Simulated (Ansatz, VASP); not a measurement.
One calculation of Ca, two programs

File INCAR:

```
SYSTEM = Ca
ALGO = Normal
EDIFF = 1E-7
ENCUT = 520
GGA = RP
ISIF = 2
ISMEAR = -1
LASPH = .True.
LCHARG = .False.
LREAL = .False.
LWAVE = .False.
NBANDS = 11
NELM = 80
PREC = Accurate
SIGMA = 0.1
```

KPOINTS

```
k-points
0
Gamma
  10 10 10
  0 0 0
```

POSCAR

```
Ca
1.0
    3.7510087703      0.0000000000      0.0000000000
    0.0000000000      3.7510087703      0.0000000000
    0.0000000000      0.0000000000      3.7510087703
Ca
1
Direct
    0.0000000000      0.0000000000      0.0000000000
```

Input for Ansatz:

```yaml
crystal:
  lattice:
    - [3.7510087703, 0.0, 0.0]
    - [0.0, 3.7510087703, 0.0]
    - [0.0, 0.0, 3.7510087703]
  atoms:
    - { symbol: Ca, position: [0.0, 0.0, 0.0] }
hamiltonian:
  xc: rpbe
  pseudopotentials:
    kind: paw
    azcp:
      Ca: "pseudopotentials/Ca.paw.azcp"
basis:
  ecutwfc: 420
  fft_grid_basis: typed
kpoints:
  mp_grid: { grid: [10, 10, 10], shift: [0, 0, 0] }
magnetization:
  spin_polarized: false
scf:
  occupations: { method: fermi_dirac, width: 0.1 }
  lower_state_search: "off"
output:
  stress: true
```

Alike in both runs: task single point; functional RPBE; k mesh 10 × 10 × 10; occupations fermi-dirac, width 0.1 eV; no spin polarisation.

|  | VASP | Ansatz |
| --- | --- | --- |
| version | VASP 6.6.1 | Ansatz 0.2.0 |
| potentials or method | VASP PAW PBE potentials, release 64 (Ca_sv), cutoff 520 eV | plane waves (420 eV) with PAW, scalar-relativistic |
| valence electrons in the cell | 10 | 10 |

|  | VASP | Ansatz | Ansatz less VASP |
| --- | --- | --- | --- |
| pressure (GPa) | -1.0 | -1.0 | 0.00 |

VASP's potentials were made for PBE, not for RPBE.
